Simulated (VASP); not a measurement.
# Si3N4 (P6_3) in VASP: single point with PBE

Aim: the single point of Si3N4 with PBE.

Everything below comes from runs of VASP 6.6.1. Logs are shortened: lines on timing, memory, paths and dates and some standing lists are left out, and cuts for length are marked.

## Step 1: The cell of the first run

It takes space group P6_3 (No. 173, hexagonal). Conventional cell: a = 7.595 Å, b = 7.595 Å, c = 2.902 Å, α = 90.00°, β = 90.00°, γ = 120.00°. Si (site symmetry 1) has 5 N at 1.70 to 2.29 Å within 2.3 Å. N (site symmetry 1) has 3 Si at 1.70 to 1.77 Å within 2.3 Å. Within 3.2 Å of N (site symmetry 3) lie 6 Si at 2.23 to 2.29 Å and 11 N at 2.45 to 3.17 Å.

## Step 2: Single point, PBE

Input file INCAR:

```
SYSTEM = Si3N4
PREC = Accurate
ENCUT = 520
EDIFF = 1E-6
ISMEAR = 0
SIGMA = 0.01
LREAL = .FALSE.
LASPH = .TRUE.
NELM = 100
ALGO = Normal
ISIF = 2
LWAVE = .FALSE.
LCHARG = .TRUE.
GGA = PE
LELF = .TRUE.
LVHAR = .TRUE.
NBANDS = 45
```

Input file KPOINTS:

```
regular mesh
0
G
  2 2 5
  0 0 0
```

Input file POSCAR:

```
Si3N4
1.0
    7.5950000000      0.0000000000      0.0000000000
   -3.7975000000      6.5774629400      0.0000000000
    0.0000000000      0.0000000000      2.9023000000
Si N
6 8
Direct
    0.7687000000      0.1744000000      0.2500000000
    0.5943000000      0.7687000000      0.7500000000
    0.8256000000      0.5943000000      0.2500000000
    0.2313000000      0.8256000000      0.7500000000
    0.4057000000      0.2313000000      0.2500000000
    0.1744000000      0.4057000000      0.7500000000
    0.0297000000      0.3295000000      0.2650000000
    0.7002000000      0.0297000000      0.7650000000
    0.6705000000      0.7002000000      0.2650000000
    0.9703000000      0.6705000000      0.7650000000
    0.2998000000      0.9703000000      0.2650000000
    0.3295000000      0.2998000000      0.7650000000
    0.3333333333      0.6666666667      0.2344000000
    0.6666666667      0.3333333333      0.7344000000
```

Potentials or basis: VASP PAW PBE potentials, release 64 (Si, N).

Run with:

```
$ cat potpaw_PBE.64/Si/POTCAR potpaw_PBE.64/N/POTCAR > POTCAR
$ mpirun -np 1 vasp_std > vasp.out
```

OUTCAR:

```text
SYSTEM = Si3N4
   PREC = Accurate
   ENCUT = 520
   EDIFF = 1E-6
   ISMEAR = 0
   LREAL = .FALSE.
   LASPH = .TRUE.
   NELM = 100
   ISIF = 2
   GGA = PE

 ion  position               nearest neighbor table
   1  0.769  0.174  0.250-   8 1.70   7 1.73   8 1.77  14 2.23  14 2.29   3 3.00   5 3.00   2 3.05
                             2 3.05   6 3.05   6 3.05
   2  0.594  0.769  0.750-   9 1.70   8 1.73   9 1.77  13 2.23  13 2.29   6 3.00   4 3.00   1 3.05
                             1 3.05   3 3.05   3 3.05
   3  0.826  0.594  0.250-  10 1.70   9 1.73  10 1.77  14 2.23  14 2.29   1 3.00   5 3.00   4 3.05
                             4 3.05   2 3.05   2 3.05
   4  0.231  0.826  0.750-  11 1.70  10 1.73  11 1.77  13 2.23  13 2.29   6 3.00   2 3.00   5 3.05
                             5 3.05   3 3.05   3 3.05
   5  0.406  0.231  0.250-  12 1.70  11 1.73  12 1.77  14 2.23  14 2.29   3 3.00   1 3.00   4 3.05
                             4 3.05   6 3.05   6 3.05
   6  0.174  0.406  0.750-   7 1.70  12 1.73   7 1.77  13 2.23  13 2.29   4 3.00   2 3.00   1 3.05
                             1 3.05   5 3.05   5 3.05
   7  0.030  0.330  0.265-   6 1.70   1 1.73   6 1.77
   8  0.700  0.030  0.765-   1 1.70   2 1.73   1 1.77
   9  0.670  0.700  0.265-   2 1.70   3 1.73   2 1.77
  10  0.970  0.670  0.765-   3 1.70   4 1.73   3 1.77
  11  0.300  0.970  0.265-   4 1.70   5 1.73   4 1.77
  12  0.330  0.300  0.765-   5 1.70   6 1.73   5 1.77
  13  0.333  0.667  0.234-   4 2.23   6 2.23   2 2.23   4 2.29   6 2.29   2 2.29
  14  0.667  0.333  0.734-   1 2.23   3 2.23   5 2.23   1 2.29   3 2.29   5 2.29

  LATTYP: Found a hexagonal cell.
 ALAT       =     7.5950000000
 C/A-ratio  =     0.3821329822

  Lattice vectors:

 A1 = (   7.5950000000,   0.0000000000,   0.0000000000)
 A2 = (  -3.7975000000,   6.5774629400,   0.0000000000)
 A3 = (   0.0000000000,   0.0000000000,   2.9023000000)

Analysis of symmetry for initial positions (statically):
=====================================================================
 Subroutine PRICEL returns:
 Original cell was already a primitive cell.

 Routine SETGRP: Setting up the symmetry group for a
 hexagonal supercell.

 Subroutine GETGRP returns: Found  6 space group operations
 (whereof  3 operations were pure point group operations)
 out of a pool of 24 trial point group operations.

The static configuration has the point symmetry C_3 .
 The point group associated with its full space group is C_6 .

Analysis of symmetry for dynamics (positions and initial velocities):
=====================================================================
 Subroutine PRICEL returns:
 Original cell was already a primitive cell.

 Routine SETGRP: Setting up the symmetry group for a
 hexagonal supercell.

 Subroutine GETGRP returns: Found  6 space group operations
 (whereof  3 operations were pure point group operations)
 out of a pool of 24 trial point group operations.

The dynamic configuration has the point symmetry C_3 .
 The point group associated with its full space group is C_6 .

 Subroutine INISYM returns: Found  6 space group operations
 (whereof  3 operations are pure point group operations),
 and found     1 'primitive' translations

----------------------------------------------------------------------------------------

                                     Primitive cell

  volume of cell :     144.9868

  direct lattice vectors                    reciprocal lattice vectors
     7.595000000  0.000000000  0.000000000     0.131665569  0.076017152  0.000000000
    -3.797500000  6.577462940  0.000000000     0.000000000  0.152034304  0.000000000
     0.000000000  0.000000000  2.902300000     0.000000000  0.000000000  0.344554319

  length of vectors
     7.595000000  7.594999998  2.902300000     0.152034304  0.152034304  0.344554319

  position of ions in fractional coordinates (direct lattice)
     0.768700000  0.174400000  0.250000000
     0.594300000  0.768700000  0.750000000
     0.825600000  0.594300000  0.250000000
     0.231300000  0.825600000  0.750000000
     0.405700000  0.231300000  0.250000000
     0.174400000  0.405700000  0.750000000
[... 31 lines left out ...]
 Grid dimensions read from file:
 generate k-points for:    2    2    5

 Generating k-lattice:

  Cartesian coordinates                     Fractional coordinates (reciprocal lattice)
     0.065832785  0.038008576  0.000000000     0.500000000 -0.000000000  0.000000000
     0.000000000  0.076017152  0.000000000     0.000000000  0.500000000  0.000000000
     0.000000000  0.000000000  0.068910864     0.000000000  0.000000000  0.200000000

  Length of vectors
     0.076017152  0.076017152  0.068910864

  Shift w.r.t. Gamma in fractional coordinates (k-lattice)
     0.000000000  0.000000000  0.000000000

 Subroutine IBZKPT returns following result:
 ===========================================

 Found      6 irreducible k-points:

 Following reciprocal coordinates:
            Coordinates               Weight
  0.000000  0.000000  0.000000      1.000000
  0.500000  0.000000  0.000000      3.000000
  0.000000  0.000000  0.200000      2.000000
  0.500000  0.000000  0.200000      6.000000
  0.000000  0.000000  0.400000      2.000000
  0.500000  0.000000  0.400000      6.000000
   k-points           NKPTS =      6   k-points in BZ     NKDIM =      6   number of bands    NBANDS=     45
   number of dos      NEDOS =    301   number of ions     NIONS =     14
   total plane-waves  NPLWV =  75264
   dimension x,y,z NGX =    56 NGY =   56 NGZ =   24
   dimension x,y,z NGXF=   112 NGYF=  112 NGZF=   48
   ions per type =               6   8
   NGX,Y,Z   is equivalent  to a cutoff of  12.26, 12.26, 13.75 a.u.
   NGXF,Y,Z  is equivalent  to a cutoff of  24.52, 24.52, 27.49 a.u.
 SYSTEM =  Si3N4
   PREC   = accura    normal or accurate (medium, high low for compatibility)
   ISTART =      0    job   : 0-new  1-cont  2-samecut
   ICHARG =      2    charge: 1-file 2-atom 10-const
   ISPIN  =      1    spin polarized calculation?
   LNONCOLLINEAR =      F non collinear calculations
   LSORBIT =      F    spin-orbit coupling
   LASPH  =      T    aspherical Exc in radial PAW
   ENCUT  =  520.0 eV  38.22 Ry    6.18 a.u.  14.12 14.12  5.40*2*pi/ulx,y,z
   NELM   =    100;   NELMIN=  2; NELMDL= -5     # of ELM steps
   EDIFF  = 0.1E-05   stopping-criterion for ELM
   LREAL  =      F    real-space projection
   EDIFFG = 0.1E-04   stopping-criterion for IOM
   NSW    =      0    number of steps for IOM
   IBRION =     -1    ionic relax: 0-MD 1-quasi-New 2-CG
   NFREE  =      0    steps in history (QN), initial steepest desc. (CG)
   ISIF   =      2    stress and relaxation
   ISYM   =      2    0-nonsym 1-usesym 2-fastsym
   POTIM  = 0.5000    time-step for ionic-motion
   TEBEG  =    0.0;   TEEND  =   0.0 temperature during run
   PSTRESS=    0.0 pullay stress
   NELECT =      64.0000    total number of electrons
   NUPDOWN=      -1.0000    fix difference up-down
   EMIN   =  10.00;   EMAX   =-10.00  energy-range for DOS
   EFERMI =   0.00;   METHOD = LEGACY
   ISMEAR =     0;   SIGMA  =   0.01  broadening in eV -4-tet -1-fermi 0-gaus
   EFERMI_NEDOS =   21; number of points for ismear=-14 and -15
   IALGO  =     38    algorithm
   IMIX   =      4    mixing-type and parameters
     AMIX     =   0.40;   BMIX     =  1.00
     AMIX_MAG =   1.60;   BMIX_MAG =  1.00
  volume/ion in A,a.u.               =      10.36        69.89
  Fermi-wavevector in a.u.,A,eV,Ry     =   1.246499  2.355542 21.140191  1.553760
  Thomas-Fermi vector in A             =   2.380674
   LORBIT       =      0    0 simple, 1 ext, 2 COOP (PROOUT), +10 PAW based schemes
   GGA     = PE    functional components
   LHFCALC =     F    Hartree Fock is set to
   AEXX    =    0.0000 exact exchange contribution
   IVDW    =     0    specifies the selected vdW correction
   LEPSILON=     F    determine dielectric tensor
   LRPA    =     F    only Hartree local field effects (RPA)
 non-spin polarized calculation
 Gauss-broadening in eV      SIGMA  =   0.01
  energy-cutoff  :      520.00
  volume of cell :      144.99
 maximum number of plane-waves:      3965
   NGX = 29   NGY = 29   NGZ = 11

 number of electron      63.9999998 magnetization

 Free energy of the ion-electron system (eV)
  ---------------------------------------------------
  ext. energy  EPLUGINS =         0.00000000
  ---------------------------------------------------
  free energy    TOTEN  =      -104.34982947 eV

  energy without entropy =     -104.34982947  energy(sigma->0) =     -104.34982947

 E-fermi :   7.3710     XC(G=0): -10.9983

 val. band max:        7.2563943098   @ k =   0.0000   0.0000   0.2000
 cond. band min:       8.9945641805   @ k =   0.0000   0.0000   0.0000
 fundamental gap:      1.7381698707
 Fermi energy:         7.3710307618

 k-point     1 :       0.0000    0.0000    0.0000
  band No.  band energies     occupation
      1     -11.1596      2.00000
      2      -9.8784      2.00000
      3      -9.8784      2.00000
      4      -9.0934      2.00000
      5      -9.0934      2.00000
      6      -8.4214      2.00000
[... 271 lines left out ...]
     43      14.3095      0.00000
     44      14.6911      0.00000
 [bands above 44 left out]

------------------------ aborting loop because EDIFF is reached ----------------------------------------

  FORCE on cell =-STRESS in cart. coord.  units (eV):
  Direction    XX          YY          ZZ          XY          YZ          ZX
  --------------------------------------------------------------------------------------
  -------------------------------------------------------------------------------------
  Total       10.2681562     10.2681562    -27.2920033     -0.0000003      0.0000000      0.0000000
  in kB      113.4683029    113.4683028   -301.5903966     -0.0000031      0.0000000      0.0000000
  external PRESSURE =     -24.8845970 kB  Pullay stress =       0.0000000 kB

 VOLUME and BASIS-vectors are now :
 -----------------------------------------------------------------------------
  energy-cutoff  :      520.00
  volume of cell :      144.99
      direct lattice vectors                 reciprocal lattice vectors
     7.595000000  0.000000000  0.000000000     0.131665569  0.076017152  0.000000000
    -3.797500000  6.577462940  0.000000000     0.000000000  0.152034304  0.000000000
     0.000000000  0.000000000  2.902300000     0.000000000  0.000000000  0.344554319

 POSITION                                       TOTAL-FORCE (eV/Angst)
 -----------------------------------------------------------------------------------
      5.17599      1.14711      0.72557        -1.276637      1.338852      1.458183
      1.59457      5.05610      2.17672        -1.797798     -0.436174      1.458183
      4.01358      3.90899      0.72557        -0.521161     -1.775026      1.458183
     -1.37849      5.43035      2.17672         1.276637     -1.338852      1.458183
      2.20293      1.52137      0.72557         1.797798      0.436174      1.458183
     -0.21608      2.66848      2.17672         0.521161      1.775026      1.458183
     -1.02570      2.16727      0.76911        -1.601973     -1.558242     -1.044522
      5.20523      0.19535      2.22026         0.548490     -2.166470     -1.044522
      2.43344      4.60554      0.76911         2.150463     -0.608228     -1.044522
      4.82320      4.41019      2.22026         1.601973      1.558242     -1.044522
     -1.40773      6.38211      0.76911        -0.548490      2.166470     -1.044522
      1.36406      1.97192      2.22026        -2.150463      0.608228     -1.044522
     -0.00000      4.38498      0.68030        -0.000000      0.000000     -1.240981
      3.79750      2.19249      2.13145        -0.000000      0.000000     -1.240981
 -----------------------------------------------------------------------------------
    total drift:                               -0.000000      0.000000     -0.000900

  FREE ENERGIE OF THE ION-ELECTRON SYSTEM (eV)
  ---------------------------------------------------
  free  energy   TOTEN  =      -104.3498294707 eV

  energy  without entropy=     -104.3498294707  energy(sigma->0) =     -104.34982947
```

Wall time 51 s (1 thread of Intel Xeon 8259CL, shared host); peak memory 0.26 GiB.

Results:

| Item | Value |
| --- | --- |
| Free energy | -104.3498 eV |
| Pressure | -2.5 GPa |
| Largest force | 2.467 eV/Å |
| Band gap on the k mesh | 1.74 eV (least direct gap 1.89 eV) |

Forces on the atoms (eV/Å):
```
Si  -1.277  1.339  1.458
Si  -1.798 -0.436  1.458
Si  -0.521 -1.775  1.458
Si   1.277 -1.339  1.458
Si   1.798  0.436  1.458
Si   0.521  1.775  1.458
N   -1.602 -1.558 -1.045
N    0.548 -2.166 -1.045
N    2.150 -0.608 -1.045
N    1.602  1.558 -1.045
N   -0.548  2.166 -1.045
N   -2.150  0.608 -1.045
N    0.000  0.000 -1.241
N    0.000  0.000 -1.241
```

Caveat: the k points lie up to 0.48 Å⁻¹ apart; an odd mesh through Γ misses points on the zone boundary, where band edges can lie; forces of over 1 eV/Å act on the atoms, so gaps and moduli don't describe the material at rest.
